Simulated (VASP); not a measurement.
VCuSi3, 5 atoms in the cell. It takes space group Pm-3m (No. 221, cubic). Conventional cell: a = 4.459 Å, b = 4.459 Å, c = 4.459 Å, α = 90.00°, β = 90.00°, γ = 90.00°. Within 4.1 Å of V (site symmetry m-3m) lie 12 Si at 3.15 Å and 8 Cu at 3.86 Å. Si (site symmetry 4/mmm) has 2 Cu at 2.23 Å within 2.9 Å. Within 2.9 Å of Cu (site symmetry m-3m) lie 6 Si at 2.23 Å. 

| Item | Value |
| --- | --- |
| Program | VASP 6.6.1 |
| Task | single point |
| Functional | PBE |
| Potentials or basis | VASP PAW PBE potentials, release 64 (V_sv, Si, Cu) |
| Cutoff | 600 eV |
| k mesh | 4 × 4 × 4 |
| Occupations | gaussian, width 0.1 eV |
| Spin | collinear spin, ferromagnetic start |
| Starting moments | [2.43, 0.0, 0.0, 0.0, 0.0] μB |
| Dipole correction | no |
| Further INCAR settings | ALGO = Normal; EDIFF = 1e-06; NBANDS = 30 |

Potentials or basis: VASP PAW PBE potentials, release 64 (V_sv, Si, Cu).

Command:

```console
$ cat potpaw_PBE.64/V_sv/POTCAR potpaw_PBE.64/Si/POTCAR potpaw_PBE.64/Cu/POTCAR > POTCAR
$ mpirun -np 1 vasp_std > vasp.out
```

Hardware: 1 thread of Intel Xeon 8259CL (shared host).

**Question.** How long does it take, and how much memory?

**Answer.** Run time: 3.9 min on 1 thread of Intel Xeon 8259CL, on a shared host, peak memory 0.27 GiB. Counts: scf iterations 39, k points 10.
